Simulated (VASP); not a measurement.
Here is a VASP 6.6.1 calculation.

File INCAR:

```
SYSTEM = SrTiO3
PREC     = Accurate       ! precision mode
ENCUT    = 520            ! plane-wave cutoff, eV
EDIFF    = 1E-6           ! SCF threshold, eV
ISMEAR   = 0              ! smearing method
SIGMA    = 0.01           ! smearing width, eV
LREAL    = .FALSE.        ! projectors in reciprocal space
LASPH    = .TRUE.         ! aspherical terms in the spheres
NELM     = 60             ! most SCF steps
ALGO     = Normal         ! electronic algorithm
ISIF     = 2              ! what is computed and relaxed
LWAVE    = .FALSE.        ! write WAVECAR
LCHARG   = .TRUE.         ! write CHGCAR
GGA      = PS             ! functional
LELF     = .TRUE.         ! ELF
LVHAR    = .TRUE.       
NBANDS   = 51             ! bands
```

Contents of KPOINTS:

```
Automatic mesh
0
G
  8 8 8
  0 0 0
```

Contents of POSCAR:

```
SrTiO3
1.0
   -2.6537893028      2.6537893028      3.8109422755
    2.6537893028     -2.6537893028      3.8109422755
    2.6537893028      2.6537893028     -3.8109422755
Sr Ti O
2 2 6
Direct
    0.7500000000      0.2500000000      0.5000000000
    0.2500000000      0.7500000000      0.5000000000
    0.0000000000      0.0000000000      0.0000000000
    0.5000000000      0.5000000000      0.0000000000
    0.2500000000      0.2500000000      0.0000000000
    0.7500000000      0.7500000000      0.0000000000
    0.7144485259      0.2144485259      0.9288970517
    0.2144485259      0.2855514741      0.5000000000
    0.2855514741      0.7855514741      0.0711029483
    0.7855514741      0.7144485259      0.5000000000
```

Potentials or basis: VASP PAW PBE potentials, release 64 (Sr_sv, Ti_sv, O).

The run is started by

```bash
$ cat potpaw_PBE.64/Sr_sv/POTCAR potpaw_PBE.64/Ti_sv/POTCAR potpaw_PBE.64/O/POTCAR > POTCAR
$ mpirun -np 1 vasp_std > vasp.out
```

Question: Estimate the band gap on the k mesh.

Answer: 2.21 eV (least direct gap 2.24 eV).

Question: Predict the pressure.

Answer: 21.0 GPa.

Question: Predict the largest force.

Answer: 0.018 eV/Å.

Forces on the atoms (eV/Å):
```
Sr   0.000  0.000  0.000
Sr   0.000  0.000  0.000
Ti   0.000  0.000  0.000
Ti   0.000  0.000  0.000
O    0.000  0.000  0.000
O    0.000  0.000  0.000
O    0.013  0.013  0.000
O   -0.013  0.013  0.000
O   -0.013 -0.013  0.000
O    0.013 -0.013  0.000
```

Caveat: the cell stands under pressure; the PAW data sets were made with another functional, which shifts forces and pressure a little. A k mesh can miss the band edges.
